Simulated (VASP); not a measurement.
Hf2CrWO6:

```
O Hf Cr W
1.0
     0.00000    5.10486    0.00000
     5.10486    0.00000    0.00000
     2.55243    2.55243   -3.95693
O Hf Cr W
6 2 1 1
Cartesian
  2.5524 2.5524 -2.1676
  5.1049 5.1049 -1.7893
  1.0567 1.4661 0.0000
  3.6387 1.0567 0.0000
  4.0482 3.6387 0.0000
  1.4661 4.0482 0.0000
  2.5524 5.1049 -1.9785
  5.1049 2.5524 -1.9785
  2.5524 2.5524 0.0000
  0.0000 0.0000 0.0000
```

Base run:

| Quantity | Value |
| --- | --- |
| Program | VASP 6.6.1 |
| Functional | PBE |
| Potentials or basis | VASP PAW PBE potentials, release 64 (O, Hf_pv, Cr_pv, W_sv) |
| Cutoff | 520 eV |
| k mesh | 5 × 5 × 5 |
| Occupations | fermi-dirac, width 0.0509 eV |
| Spin | no spin polarisation |

Its results: band gap on the k mesh zero (bands 41 and 42 overlap by 1.30 eV); pressure 39.2 GPa; largest force 8.645 eV/Å.

The run is repeated on the same cell with these changes: functional from PBE to r2SCAN. What comes out?

Band gap on the k mesh zero (bands 41 and 42 overlap by 1.12 eV); pressure 34.5 GPa; largest force 8.612 eV/Å.

Caveats: the cell stands under pressure; spin-orbit coupling is left out, which moves the levels of the heavy elements; the run has no spin polarisation, though such a crystal can be magnetic; semilocal functionals often make such compounds metallic where correlation or magnetic order opens a gap, which also shifts bond lengths; forces of over 1 eV/Å act on the atoms, so gaps and moduli don't describe the material at rest (at least some runs); the PAW data sets were made with another functional, which shifts forces and pressure a little (at least some runs).
